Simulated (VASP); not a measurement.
# Be3F2 (C2/m) in VASP: single point with PBE

Aim: the single point of Be3F2 with PBE.

All numbers are computed with VASP 6.6.1; they aren't measurements. Logs are shortened: lines on timing, memory, paths and dates and some standing lists are left out, and cuts for length are marked.

## Step 1: The cell of the first run

Symmetry: C2/m, No. 12, monoclinic system. Conventional cell: a = 4.211 Å, b = 4.097 Å, c = 4.347 Å, α = 90.00°, β = 104.25°, γ = 90.00°. Be (site symmetry m) has 1 Be at 1.17 Å within 1.6 Å. Be (site symmetry 2/m) has 2 Be at 1.17 Å within 1.6 Å. F (site symmetry m) has 9 Be at 1.95 to 2.49 Å within 2.6 Å.

## Step 2: Single point, PBE

INCAR

```
SYSTEM = Be3F2
ALGO     = Normal         ! electronic algorithm
EDIFF    = 1E-6           ! SCF threshold, eV
ENCUT    = 520            ! plane-wave cutoff, eV
GGA      = PE             ! functional
ISIF     = 2              ! what is computed and relaxed
ISMEAR   = 0              ! smearing method
LASPH    = .TRUE.         ! aspherical terms in the spheres
LCHARG   = .TRUE.         ! write CHGCAR
LELF     = .TRUE.         ! ELF
LREAL    = .FALSE.        ! projectors in reciprocal space
LVHAR    = .TRUE.       
LWAVE    = .FALSE.        ! write WAVECAR
NBANDS   = 18             ! bands
NELM     = 80             ! most SCF steps
PREC     = Accurate       ! precision mode
SIGMA    = 0.1            ! smearing width, eV
```

KPOINTS

```
k-points
0
G
  6 6 4
  0 0 0
```

POSCAR

```
Be3F2
1.0
    2.1056272900     -2.0485299400      0.0000000000
    2.1056272900      2.0485299400      0.0000000000
   -1.0696551800      0.0000000000      4.2132422900
Be F
3 2
Direct
    0.2988999900      0.2988999900      0.2614999900
    0.7011000100      0.7011000100      0.7385000100
    0.5000000000      0.5000000000      0.5000000000
    0.8087000100      0.8087000100      0.2011000000
    0.1912999900      0.1912999900      0.7989000000
```

Potentials or basis: VASP PAW PBE potentials, release 64 (Be, F).

Launch:

```
$ cat potpaw_PBE.64/Be/POTCAR potpaw_PBE.64/F/POTCAR > POTCAR
$ mpirun -np 1 vasp_std > vasp.out
```

OUTCAR:

```text
SYSTEM = Be3F2
   EDIFF = 1E-6
   ENCUT = 520
   GGA = PE
   ISIF = 2
   ISMEAR = 0
   LASPH = .TRUE.
   LREAL = .FALSE.
   NELM = 80
   PREC = Accurate

 ion  position               nearest neighbor table
   1  0.299  0.299  0.261-   3 1.17   5 1.95   4 2.02   4 2.07   4 2.07   2 2.33
   2  0.701  0.701  0.739-   3 1.17   4 1.95   5 2.02   5 2.07   5 2.07   1 2.33
   3  0.500  0.500  0.500-   1 1.17   2 1.17   4 2.05   5 2.05
   4  0.809  0.809  0.201-   2 1.95   1 2.02   3 2.05   1 2.07   1 2.07
   5  0.191  0.191  0.799-   1 1.95   2 2.02   3 2.05   2 2.07   2 2.07

 -----------------------------------------------------------------------------
|                                                                             |
|           W    W    AA    RRRRR   N    N  II  N    N   GGGG   !!!           |
|           W    W   A  A   R    R  NN   N  II  NN   N  G    G  !!!           |
|           W    W  A    A  R    R  N N  N  II  N N  N  G       !!!           |
|           W WW W  AAAAAA  RRRRR   N  N N  II  N  N N  G  GGG   !            |
|           WW  WW  A    A  R   R   N   NN  II  N   NN  G    G                |
|           W    W  A    A  R    R  N    N  II  N    N   GGGG   !!!           |
|                                                                             |
|     The distance between some ions is very small. Please check the          |
|     nearest-neighbor list in the OUTCAR file.                               |
|     I HOPE YOU KNOW WHAT YOU ARE DOING!                                     |
|                                                                             |
 -----------------------------------------------------------------------------

  LATTYP: Found a base centered monoclinic cell.
 ALAT       =     4.2112545800
 B/A-ratio  =     0.9728834489
 C/A-ratio  =     1.0322111226
 COS(beta)  =    -0.2460728889

  Lattice vectors:

 A1 = (   2.1056272900,  -2.0485299400,   0.0000000000)
 A2 = (   2.1056272900,   2.0485299400,   0.0000000000)
 A3 = (  -1.0696551800,   0.0000000000,   4.2132422900)

Analysis of symmetry for initial positions (statically):
=====================================================================
 Subroutine PRICEL returns:
 Original cell was already a primitive cell.

 Routine SETGRP: Setting up the symmetry group for a
 base centered monoclinic supercell.

 Subroutine GETGRP returns: Found  4 space group operations
 (whereof  4 operations were pure point group operations)
 out of a pool of  4 trial point group operations.

The static configuration has the point symmetry C_2h.

Analysis of symmetry for dynamics (positions and initial velocities):
[... 124 lines left out ...]
   ISYM   =      2    0-nonsym 1-usesym 2-fastsym
   POTIM  = 0.5000    time-step for ionic-motion
   TEBEG  =    0.0;   TEEND  =   0.0 temperature during run
   PSTRESS=    0.0 pullay stress
   NELECT =      20.0000    total number of electrons
   NUPDOWN=      -1.0000    fix difference up-down
   EMIN   =  10.00;   EMAX   =-10.00  energy-range for DOS
   EFERMI =   0.00;   METHOD = LEGACY
   ISMEAR =     0;   SIGMA  =   0.10  broadening in eV -4-tet -1-fermi 0-gaus
   EFERMI_NEDOS =   21; number of points for ismear=-14 and -15
   IALGO  =     38    algorithm
   IMIX   =      4    mixing-type and parameters
     AMIX     =   0.40;   BMIX     =  1.00
     AMIX_MAG =   1.60;   BMIX_MAG =  1.00
  volume/ion in A,a.u.               =       7.27        49.06
  Fermi-wavevector in a.u.,A,eV,Ry     =   1.341513  2.535091 24.485806  1.799656
  Thomas-Fermi vector in A             =   2.469740
   LORBIT       =      0    0 simple, 1 ext, 2 COOP (PROOUT), +10 PAW based schemes
   GGA     = PE    functional components
   LHFCALC =     F    Hartree Fock is set to
   AEXX    =    0.0000 exact exchange contribution
   IVDW    =     0    specifies the selected vdW correction
   LEPSILON=     F    determine dielectric tensor
   LRPA    =     F    only Hartree local field effects (RPA)
 non-spin polarized calculation
 Gauss-broadening in eV      SIGMA  =   0.10
  energy-cutoff  :      520.00
  volume of cell :       36.35
 maximum number of plane-waves:       995
 NGX is ok and might be reduce to    24
   NGX = 11   NGY = 11   NGZ = 17

 number of electron      19.9999985 magnetization

 Free energy of the ion-electron system (eV)
  ---------------------------------------------------
  ext. energy  EPLUGINS =         0.00000000
  ---------------------------------------------------
  free energy    TOTEN  =         1.45775885 eV

  energy without entropy =        1.47102771  energy(sigma->0) =        1.46439328

 E-fermi :   7.2978     XC(G=0): -11.1125

 val. band max:        7.2906787512   @ k =   0.3333   0.0000   0.2500
 cond. band min:       7.2992391450   @ k =   0.5000   0.5000   0.5000
 fundamental gap:      0.0085603938
 Fermi energy:         7.2977555806

 k-point     1 :       0.0000    0.0000    0.0000
  band No.  band energies     occupation
      1     -19.9037      2.00000
      2     -18.8715      2.00000
      3      -3.0067      2.00000
      4      -0.9687      2.00000
      5      -0.9652      2.00000
      6      -0.5689      2.00000
[... 481 lines left out ...]
      5      -1.6560      2.00000
      6      -0.6783      2.00000
[... 10 lines left out ...]
     17      18.0429      0.00000
     18      19.3028      0.00000

 [... further k-points ...]

------------------------ aborting loop because EDIFF is reached ----------------------------------------

  FORCE on cell =-STRESS in cart. coord.  units (eV):
  Direction    XX          YY          ZZ          XY          YZ          ZX
  --------------------------------------------------------------------------------------
  -------------------------------------------------------------------------------------
  Total       18.4128071      5.1242546     54.9375816      0.0000000      0.0000000     28.9374419
  in kB      811.6341994    225.8764932   2421.6416263      0.0000000      0.0000000   1275.5587659
  external PRESSURE =    1153.0507730 kB  Pullay stress =       0.0000000 kB

 VOLUME and BASIS-vectors are now :
 -----------------------------------------------------------------------------
  energy-cutoff  :      520.00
  volume of cell :       36.35
      direct lattice vectors                 reciprocal lattice vectors
     2.105627290 -2.048529940  0.000000000     0.237458928 -0.244077468  0.060285916
     2.105627290  2.048529940  0.000000000     0.237458928  0.244077468  0.060285916
    -1.069655180  0.000000000  4.213242290     0.000000000  0.000000000  0.237346901

 POSITION                                       TOTAL-FORCE (eV/Angst)
 -----------------------------------------------------------------------------------
      0.97903      0.00000      1.10176       -15.537677      0.000000    -24.795983
      2.16257      0.00000      3.11148        15.537677      0.000000     24.795983
      1.57080      0.00000      2.10662        -0.000000     -0.000000      0.000000
      3.19053      0.00000      0.84728         1.034443      0.000000     -4.294071
     -0.04893      0.00000      3.36596        -1.034443      0.000000      4.294071
 -----------------------------------------------------------------------------------
    total drift:                               -0.000000     -0.000000      0.000000

  FREE ENERGIE OF THE ION-ELECTRON SYSTEM (eV)
  ---------------------------------------------------
  free  energy   TOTEN  =         1.4577588525 eV

  energy  without entropy=        1.4710277112  energy(sigma->0) =        1.46439328
```

OSZICAR:

```text
N       E                     dE             d eps       ncg     rms          rms(c)
DAV:   1     0.995710170432E+02    0.99571E+02   -0.11021E+04  1700   0.106E+03
DAV:   2     0.236332950088E+01   -0.97208E+02   -0.93512E+02  2206   0.253E+02
DAV:   3    -0.161783435962E+01   -0.39812E+01   -0.39165E+01  2014   0.466E+01
DAV:   4    -0.163732205142E+01   -0.19488E-01   -0.19470E-01  1950   0.365E+00
DAV:   5    -0.163739871800E+01   -0.76667E-04   -0.76664E-04  1844   0.232E-01    0.857E+00
DAV:   6     0.113048348624E+01    0.27679E+01   -0.62225E+00  1882   0.139E+01    0.362E+00
DAV:   7     0.144521036633E+01    0.31473E+00   -0.11777E+00  1900   0.784E+00    0.133E+00
DAV:   8     0.146070755452E+01    0.15497E-01   -0.92555E-02  1996   0.190E+00    0.657E-01
DAV:   9     0.145749475119E+01   -0.32128E-02   -0.89885E-03  1750   0.837E-01    0.156E-01
DAV:  10     0.145778887719E+01    0.29413E-03   -0.12305E-03  1872   0.297E-01    0.326E-02
DAV:  11     0.145776015138E+01   -0.28726E-04   -0.99646E-05  1754   0.864E-02    0.885E-03
DAV:  12     0.145775874384E+01   -0.14075E-05   -0.39134E-06  1926   0.155E-02    0.451E-03
DAV:  13     0.145775885250E+01    0.10866E-06   -0.54877E-07   984   0.751E-03
   1 F= 0.14577589E+01 E0= 0.14643933E+01  d E =-.132689E-01
```

stdout:

```text
POSCAR found type information on POSCAR BeF
 POSCAR found :  2 types and       5 ions
 scaLAPACK will be used
 LDA part: xc-table for (Slater+PW92), standard interpolation
 -----------------------------------------------------------------------------
|                                                                             |
|           W    W    AA    RRRRR   N    N  II  N    N   GGGG   !!!           |
|           W    W   A  A   R    R  NN   N  II  NN   N  G    G  !!!           |
|           W    W  A    A  R    R  N N  N  II  N N  N  G       !!!           |
|           W WW W  AAAAAA  RRRRR   N  N N  II  N  N N  G  GGG   !            |
|           WW  WW  A    A  R   R   N   NN  II  N   NN  G    G                |
|           W    W  A    A  R    R  N    N  II  N    N   GGGG   !!!           |
|                                                                             |
|     The distance between some ions is very small. Please check the          |
|     nearest-neighbor list in the OUTCAR file.                               |
|     I HOPE YOU KNOW WHAT YOU ARE DOING!                                     |
|                                                                             |
 -----------------------------------------------------------------------------

 POSCAR, INCAR and KPOINTS ok, starting setup
 FFT: planning ... GRIDC
 FFT: planning ... GRID_SOFT
 FFT: planning ... GRID
 WAVECAR not read
 entering main loop
```

Wall time 41 s (1 thread of Intel Xeon 8259CL, shared host); peak memory 0.16 GiB.

Results:

```yaml
Free_energy: 1.4578 eV
Pressure: 115.3 GPa
Largest_force: 29.262 eV/Å
Band_gap_on_the_k_mesh: zero (band 10 reaches 7.36 eV, above the bottom of band 11 at 7.24 eV)
```

Forces on the atoms (eV/Å):
```
Be  -15.538   0.000 -24.796
Be   15.538   0.000  24.796
Be    0.000   0.000   0.000
F     1.034   0.000  -4.294
F    -1.034   0.000   4.294
```

Caveat: the k points lie up to 0.37 Å⁻¹ apart; forces of over 1 eV/Å act on the atoms, so gaps and moduli don't describe the material at rest.
